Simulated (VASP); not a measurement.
# Cu (I4/mmm) in VASP: settings compared

Aim: see how the results for Cu move with the level of theory and the settings. Levels: r2SCAN0, revPBE+D3(BJ)+U. Tasks: single point.

Program: VASP 6.6.1. These are calculated values, not measurements. Logs are shortened: lines on timing, memory, paths and dates and some standing lists are left out, and cuts for length are marked.

## (1) The cell of the first run

Symmetry: I4/mmm, No. 139, tetragonal system. Conventional cell: a = 2.886 Å, b = 2.886 Å, c = 2.752 Å, α = 90.00°, β = 90.00°, γ = 90.00°. Within 3.2 Å of Cu (site symmetry 4/mmm) lie 14 Cu at 2.46 to 2.89 Å.

## (2) Single point, r2SCAN0

Contents of POSCAR:

```
Cu
1.0
   -1.4427933200      1.4427933200      1.3760814500
    1.4427933200     -1.4427933200      1.3760814500
    1.4427933200      1.4427933200     -1.3760814500
Cu
1
Direct
    0.0000000000      0.0000000000      0.0000000000
```

Contents of INCAR.step1:

```
PREC = Accurate ; ENCUT = 580
EDIFF = 1E-5 ; ISMEAR = -1
SIGMA = 0.15 ; LREAL = False
LASPH = True ; NELM = 120
ALGO = Normal ; ISIF = 2
LWAVE = True ; LCHARG = False
NBANDS = 12 ; GGA = PE
GGA_COMPAT = False
```

Contents of INCAR.step2:

```
PREC = Accurate ; ENCUT = 580
EDIFF = 1E-6 ; ISMEAR = -1
SIGMA = 0.15 ; LREAL = False
LASPH = True ; NELM = 120
ALGO = Normal ; ISIF = 2
LWAVE = False ; LCHARG = False
METAGGA = R2SCAN ; LHFCALC = True
AEXX = 0.25 ; LMIXTAU = True
PRECFOCK = Normal ; NBANDS = 12
ISTART = 1 ; GGA_COMPAT = False
```

Contents of KPOINTS:

```
Automatic mesh
0
Gamma
  8 8 8
```

Potentials or basis: VASP PAW PBE potentials, release 64 (Cu).

Launch:

```sh
> cat potpaw_PBE.64/Cu/POTCAR > POTCAR
> cp INCAR.step1 INCAR
> mpirun -np 1 vasp_std > vasp.out
> cp INCAR.step2 INCAR
> mpirun -np 1 vasp_std > vasp.out
```

OUTCAR:

```text
PREC = Accurate
   ENCUT = 580
   EDIFF = 1E-6
   ISMEAR = -1
   LREAL = False
   LASPH = True
   NELM = 120
   ISIF = 2
   METAGGA = R2SCAN
   LHFCALC = True
   AEXX = 0.25
   PRECFOCK = Normal
   ISTART = 1

 ion  position               nearest neighbor table
   1  0.000  0.000  0.000-

  LATTYP: Found a body centered tetragonal cell.
 ALAT       =     2.8855866400
 C/A-ratio  =     0.9537620052

  Lattice vectors:

 A1 = (  -1.4427933200,   1.4427933200,   1.3760814500)
 A2 = (   1.4427933200,  -1.4427933200,   1.3760814500)
 A3 = (   1.4427933200,   1.4427933200,  -1.3760814500)

Analysis of symmetry for initial positions (statically):
=====================================================================
 Subroutine PRICEL returns:
 Original cell was already a primitive cell.

 Routine SETGRP: Setting up the symmetry group for a
 body centered tetragonal supercell.

 Subroutine GETGRP returns: Found 16 space group operations
 (whereof 16 operations were pure point group operations)
 out of a pool of 16 trial point group operations.

The static configuration has the point symmetry D_4h.

Analysis of symmetry for dynamics (positions and initial velocities):
=====================================================================
 Subroutine PRICEL returns:
 Original cell was already a primitive cell.

 Routine SETGRP: Setting up the symmetry group for a
 body centered tetragonal supercell.

 Subroutine GETGRP returns: Found 16 space group operations
 (whereof 16 operations were pure point group operations)
 out of a pool of 16 trial point group operations.

The dynamic configuration has the point symmetry D_4h.

 Subroutine INISYM returns: Found 16 space group operations
 (whereof 16 operations are pure point group operations),
 and found     1 'primitive' translations

----------------------------------------------------------------------------------------

                                     Primitive cell

  volume of cell :      11.4581

  direct lattice vectors                    reciprocal lattice vectors
    -1.442793320  1.442793320  1.376081450     0.000000000  0.346549983  0.363350585
     1.442793320 -1.442793320  1.376081450     0.346549983  0.000000000  0.363350585
     1.442793320  1.442793320 -1.376081450     0.346549983  0.346549983  0.000000000

  length of vectors
[... 87 lines left out ...]
   ISYM   =      3    0-nonsym 1-usesym 2-fastsym
   POTIM  = 0.5000    time-step for ionic-motion
   TEBEG  =    0.0;   TEEND  =   0.0 temperature during run
   PSTRESS=    0.0 pullay stress
   NELECT =      11.0000    total number of electrons
   NUPDOWN=      -1.0000    fix difference up-down
   EMIN   =  10.00;   EMAX   =-10.00  energy-range for DOS
   EFERMI =   0.00;   METHOD = LEGACY
   ISMEAR =    -1;   SIGMA  =   0.15  broadening in eV -4-tet -1-fermi 0-gaus
   EFERMI_NEDOS =   21; number of points for ismear=-14 and -15
   IALGO  =     38    algorithm
   IMIX   =      1    mixing-type and parameters
     AMIX     =   0.40;   BMIX     =  1.00
     AMIX_MAG =   1.60;   BMIX_MAG =  1.00
  volume/ion in A,a.u.               =      11.46        77.32
  Fermi-wavevector in a.u.,A,eV,Ry     =   1.614984  3.051878 35.486359  2.608174
  Thomas-Fermi vector in A             =   2.709805
   LORBIT       =      0    0 simple, 1 ext, 2 COOP (PROOUT), +10 PAW based schemes
   METAGGA = R2SCAN    functional components
   LHFCALC =     T    Hartree Fock is set to
   PRECFOCK=normal    Normal, Fast or Accurate (Low or Medium for compatibility)
   ENCUT4O =  -1.0   cutoff for four orbital integrals eV
   NKREDX  =     1    reduce k-point grid by
   NKREDY  =     1    reduce k-point grid by
   NKREDZ  =     1    reduce k-point grid by
   AEXX    =    0.2500 exact exchange contribution
   HFSCREEN=    0.0000 screening length (either q_TF or 0.3 A-1)
   HFSCREENC=   0.0000 screening length for correlation (either q_TF or 0.3 A-1)
   ENCUTFOCK=  -1.0 apply spherical cutoff to Coloumb kernel
   IVDW    =     0    specifies the selected vdW correction
   LEPSILON=     F    determine dielectric tensor
   LRPA    =     F    only Hartree local field effects (RPA)
 non-spin polarized calculation
  energy-cutoff  :      580.00
  volume of cell :       11.46
 maximum number of plane-waves:       376
  NGX = 16; NGY = 16; NGZ = 16

 number of electron      11.0000000 magnetization

 Free energy of the ion-electron system (eV)
  ---------------------------------------------------
  ext. energy  EPLUGINS =         0.00000000
  ---------------------------------------------------
  free energy    TOTEN  =        -9.28211783 eV

  energy without entropy =       -9.26562034  energy(sigma->0) =       -9.27386909

 E-fermi :   7.5429     XC(G=0): -10.7143

 val. band max:        7.0348120300   @ k =   0.2500   0.1250   0.1250
 cond. band min:       7.5876867841   @ k =   0.5000   0.1250   0.0000
 fundamental gap:      0.5528747541
 Fermi energy:         7.5429261752

 k-point     1 :       0.0000    0.0000    0.0000
  band No.  band energies     occupation
      1      -3.6305      2.00000
      2       2.3068      2.00000
      3       2.5032      2.00000
      4       2.5032      2.00000
      5       3.4073      2.00000
      6       3.6150      2.00000
      7      34.7892      0.00000
      8      34.7892      0.00000
      9      36.0754      0.00000
     10      39.2525      0.00000
     11      39.8693      0.00000
     12      39.8693      0.00000
[... 331 lines left out ...]
 k-point    24 :       0.3750    0.1250    0.1250
  band No.  band energies     occupation
      1       1.0431      2.00000
      2       1.5249      2.00000
      3       2.9227      2.00000
      4       3.6074      2.00000
      5       3.8217      2.00000
      6      10.5092      0.00000
      7      14.1303      0.00000
      8      21.5591      0.00000
      9      22.2162      0.00000
     10      38.5129      0.00000
     11      41.9875      0.00000
     12      46.2311      0.00000

 [... further k-points ...]
[... 5 lines left out ...]
  --------------------------------------------------------------------------------------
  -------------------------------------------------------------------------------------
  Total        0.2457218      0.2457218      0.2345967      0.0000000     -0.0000000      0.0000000
  in kB       34.3591072     34.3591072     32.8034916      0.0000000     -0.0000000      0.0000000
  external PRESSURE =      33.8405687 kB  Pullay stress =       0.0000000 kB

 VOLUME and BASIS-vectors are now :
 -----------------------------------------------------------------------------
  energy-cutoff  :      580.00
  volume of cell :       11.46
      direct lattice vectors                 reciprocal lattice vectors
    -1.442793320  1.442793320  1.376081450     0.000000000  0.346549983  0.363350585
     1.442793320 -1.442793320  1.376081450     0.346549983  0.000000000  0.363350585
     1.442793320  1.442793320 -1.376081450     0.346549983  0.346549983  0.000000000

 POSITION                                       TOTAL-FORCE (eV/Angst)
 -----------------------------------------------------------------------------------
      0.00000      0.00000      0.00000         0.000000     -0.000000      0.000000
 -----------------------------------------------------------------------------------
    total drift:                                0.000000     -0.000000      0.000000

  FREE ENERGIE OF THE ION-ELECTRON SYSTEM (eV)
  ---------------------------------------------------
  free  energy   TOTEN  =        -9.2821178344 eV

  energy  without entropy=       -9.2656203392  energy(sigma->0) =       -9.27386909
```

OUTCAR.step1:

```text
PREC = Accurate
   ENCUT = 580
   EDIFF = 1E-5
   ISMEAR = -1
   LREAL = False
[... 576 lines left out ...]

 POSITION                                       TOTAL-FORCE (eV/Angst)
 -----------------------------------------------------------------------------------
      0.00000      0.00000      0.00000         0.000000      0.000000      0.000000
 -----------------------------------------------------------------------------------
    total drift:                                0.000000     -0.000000      0.000000

  FREE ENERGIE OF THE ION-ELECTRON SYSTEM (eV)
  ---------------------------------------------------
  free  energy   TOTEN  =        -3.6661350355 eV

  energy  without entropy=       -3.6259529793  energy(sigma->0) =       -3.64604401
```

OSZICAR.step1:

```text
N       E                     dE             d eps       ncg     rms          rms(c)
DAV:   1     0.442915750258E+02    0.44292E+02   -0.56888E+03  1544   0.167E+03
DAV:   2    -0.309939474556E+01   -0.47391E+02   -0.43558E+02  1460   0.215E+02
DAV:   3    -0.458316537308E+01   -0.14838E+01   -0.14774E+01  1596   0.421E+01
DAV:   4    -0.459210568289E+01   -0.89403E-02   -0.89391E-02  1664   0.294E+00
DAV:   5    -0.459218829646E+01   -0.82614E-04   -0.82613E-04  1616   0.287E-01    0.771E+00
DAV:   6    -0.401898882830E+01    0.57320E+00   -0.13635E+01  1652   0.719E+01    0.374E+00
DAV:   7    -0.368091357519E+01    0.33808E+00   -0.21428E+00  1668   0.283E+01    0.673E-01
DAV:   8    -0.366696770994E+01    0.13946E-01   -0.70971E-03  1876   0.815E-01    0.214E-01
DAV:   9    -0.366613086997E+01    0.83684E-03   -0.49103E-03  1828   0.122E+00    0.294E-02
DAV:  10    -0.366613503547E+01   -0.41655E-05   -0.31347E-05  1456   0.954E-02
   1 F= -.36661350E+01 E0= -.36460440E+01  d E =-.401821E-01
```

Wall time 54 min (1 thread of Intel Xeon Platinum 8488C (Sapphire Rapids), shared host); peak memory 0.14 GiB.

Results:

| Item | Value |
| --- | --- |
| Free energy | -9.2821 eV |
| Pressure | 3.4 GPa |
| Band gap on the k mesh | zero (an odd number of electrons rules out a gap without spin polarisation) |

Caveat: the k points lie up to 0.39 Å⁻¹ apart, too coarse for converged energies and pressures of a metal; the PAW data sets were made with another functional, which shifts forces and pressure a little.

## (3) Single point, revPBE+D3(BJ)+U (10.77 Å³/atom)

This run uses another cell than the first one, of 10.77 Å³/atom.

Contents of INCAR:

```
SYSTEM = Cu
ALGO = Fast
EDIFF = 1E-6
ENCUT = 520
GGA = RE
ISIF = 2
ISMEAR = 0
IVDW = 12
LASPH = .True.
LCHARG = .False.
LDAU = .True.
LDAUJ = 0
LDAUL = 2
LDAUPRINT = 1
LDAUTYPE = 2
LDAUU = 1
LMAXMIX = 4
LREAL = .False.
LWAVE = .False.
NBANDS = 12
NELM = 150
PREC = Accurate
SIGMA = 0.05
```

Contents of KPOINTS:

```
k-points
0
Gamma
  13 13 13
  0 0 0
```

Contents of POSCAR:

```
Cu
1.0
   -1.4133402940      1.4133402940      1.3479902729
    1.4133402940     -1.4133402940      1.3479902729
    1.4133402940      1.4133402940     -1.3479902729
Cu
1
Direct
    0.0000000000      0.0000000000      0.0000000000
```

Potentials or basis: VASP PAW PBE potentials, release 64 (Cu).

Launch:

```sh
> cat potpaw_PBE.64/Cu/POTCAR > POTCAR
> mpirun -np 1 vasp_std > vasp.out
```

Run time: 43 s. Hardware: 1 thread of Intel Xeon 8259CL, shared host; peak memory 0.15 GiB.

The run converged. Its results:

| Property | Result |
| --- | --- |
| Free energy | -4.0951 eV |
| Pressure | 3.9 GPa |
| Band gap on the k mesh | zero (an odd number of electrons rules out a gap without spin polarisation) |
| Dispersion energy per atom | -1.239 eV |

Stress tensor (GPa, compression positive):
```
3.76 0.00 0.00
0.00 3.76 0.00
0.00 0.00 4.06
```

Levels at points of the mesh, in eV from the Fermi level:
```tsv
k point	band 3	band 4	band 5	band 6	band 7	band 8	band 9	band 10
(0.00, 0.00, 0.00)	-3.43	-3.43	-2.48	-2.26	25.62	25.62	26.88	29.86
```

Eigenvalues of the final occupation matrices:
| site | spin | trace | eigenvalues |
| --- | --- | --- | --- |
| site 1 d | 1 | 4.62 | 0.92 0.92 0.92 0.93 0.93 |
| site 1 d | 2 | 4.62 | 0.92 0.92 0.92 0.93 0.93 |

Caveat: three body term missing; the cell stands under pressure; the dispersion term is far too large for a dense solid, which distorts pressure and volume; the PAW data sets were made with another functional, which shifts forces and pressure a little; U without spin polarisation on a metal has little footing; the U is typed as a test and isn't derived for this compound.

[end of part 1 of 2]

The gap in the log of VASP goes by the Fermi energy; the results here count the filled bands.